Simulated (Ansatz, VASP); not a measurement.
Two plane-wave programs on BAs

```
B As
1.0
     0.00000    2.38417    2.38417
     2.38417    0.00000    2.38417
     2.38417    2.38417    0.00000
B As
1 1
Direct
  0.00000 0.00000 0.00000
  0.25000 0.25000 0.25000
```

Alike in both runs: functional PBEsol; k mesh 6 × 6 × 6; no spin polarisation.

Ansatz relaxed the structure, and its values are those at the end. VASP's run is a single point on that final structure, the one shown.

```csv
,VASP,Ansatz
version,VASP 6.6.1,Ansatz 0.2.0
potentials or method,"VASP PAW PBE potentials, release 64 (B, As)","plane waves, PAW"
plane-wave cutoff (eV),520,420
occupations,"gaussian, width 0.01 eV",fixed
valence electrons in the cell,8,18
```

Ansatz gave:

* pressure (GPa): 0.0

Q: Estimate VASP's values.

A: Pressure (GPa): 0.9.

VASP's potentials were made for PBE, not for PBEsol. VASP's potentials hold 8 valence electrons a cell and Ansatz's 18, so a difference there can come from the potentials and not from the codes.
